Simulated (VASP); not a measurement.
A run of VASP 6.6.1 is set up as follows.

INCAR

```
SYSTEM = Be
ALGO     = Normal         ! electronic algorithm
EDIFF    = 1E-6           ! SCF threshold, eV
EDIFFG   = -0.005         ! ionic threshold
ENCUT    = 600            ! plane-wave cutoff, eV
GGA      = PE             ! functional
IBRION   = 2              ! ionic algorithm
ISIF     = 3              ! what is computed and relaxed
ISMEAR   = -1             ! smearing method
LASPH    = .TRUE.         ! aspherical terms in the spheres
LCHARG   = .FALSE.        ! write CHGCAR
LREAL    = .FALSE.        ! projectors in reciprocal space
LWAVE    = .FALSE.        ! write WAVECAR
NELM     = 80             ! most SCF steps
NSW      = 100            ! ionic steps
PREC     = Accurate       ! precision mode
SIGMA    = 0.08           ! smearing width, eV
```

The input KPOINTS:

```
k-points
0
G
  13 13 13
  0 0 0
```

POSCAR

```
Be
1.0
    0.0000000000      2.5013484645      2.5013484645
    2.5013484645      0.0000000000      2.5013484645
    2.5013484645      2.5013484645      0.0000000000
Be
2
Direct
    0.0000000000      0.0000000000      0.0000000000
    0.2500000000      0.2500000000      0.2500000000
```

Potentials or basis: VASP PAW PBE potentials, release 64 (Be).

Run with:

```console
$ cat potpaw_PBE.64/Be/POTCAR > POTCAR
$ mpirun -np 1 vasp_std > vasp.out
```

Q: What does it give for the band gap on the k mesh?

A: Zero (bands 2 and 3 overlap by 6.09 eV).

Q: What does it give for the relaxed cell?

A: a = 3.463 Å, b = 3.463 Å, c = 3.463 Å, α = 60.00°, β = 60.00°, γ = 60.00°.

Final structure:
```cif
data_structure
_symmetry_space_group_name_H-M 'P 1'
_symmetry_Int_Tables_number 1
_cell_length_a 3.4633
_cell_length_b 3.4633
_cell_length_c 3.4633
_cell_angle_alpha 60.000
_cell_angle_beta 60.000
_cell_angle_gamma 60.000
_cell_volume 29.37
loop_
_atom_site_label
_atom_site_type_symbol
_atom_site_fract_x
_atom_site_fract_y
_atom_site_fract_z
_atom_site_occupancy
Be1 Be 0.00000 0.00000 0.00000 1
Be2 Be 0.25000 0.25000 0.25000 1
```
